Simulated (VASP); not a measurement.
Set up this calculation in VASP 6.6.1, as the native input.

* Task: single point
* Functional: PBE
* Potentials or basis: VASP PAW PBE potentials, release 64 (Hf_pv, O)
* Cutoff: 520 eV
* k mesh: 8 × 8 × 8
* Occupations: gaussian, width 0.01 eV
* Spin: non-collinear spin, zero start, spin-orbit coupling
* Starting moments: [[0.0, 0.0, 0.0], [0.0, 0.0, 0.0], [0.0, 0.0, 0.0]] μB
* Dipole correction: no
* Further INCAR settings: ALGO = Normal; EDIFF = 1e-07; NBANDS = 35

The structure of HfO2 lies in POSCAR:

```
HfO2
1.0
    0.0000000000      2.5291822339      2.5291822339
    2.5291822339      0.0000000000      2.5291822339
    2.5291822339      2.5291822339      0.0000000000
Hf O
1 2
Direct
    0.0000000000      0.0000000000      0.0000000000
    0.7500000000      0.7500000000      0.7500000000
    0.2500000000      0.2500000000      0.2500000000
```

The input as run:

INCAR

```
PREC = Accurate
ENCUT = 520
EDIFF = 1E-7
ISMEAR = 0
SIGMA = 0.01
LREAL = F
LASPH = T
NELM = 150
ALGO = Normal
ISIF = 2
LWAVE = F
LCHARG = T
MAGMOM = 0 0 0 0 0 0 0 0 0
LORBIT = 11
LSORBIT = T
GGA_COMPAT = F
LORBMOM = T
LMAXMIX = 4
GGA = PE
LVHAR = T
NBANDS = 35
```

KPOINTS

```
regular mesh
0
Gamma
  8 8 8
```

Potentials or basis: VASP PAW PBE potentials, release 64 (Hf_pv, O).

Command:

```bash
$ cat potpaw_PBE.64/Hf_pv/POTCAR potpaw_PBE.64/O/POTCAR > POTCAR
$ mpirun -np 1 vasp_ncl > vasp.out
```

Results of the run:

- Pressure: 2.3 GPa
- Net moment: 0.00 μB per cell
- Valence electrons inside the program's atomic spheres: Hf 8.30; O 5.12

Run time: 41 s on 1 thread of Intel(R) Xeon(R) 6975P-C (Granite Rapids), with other jobs on the host, peak memory 0.26 GiB.
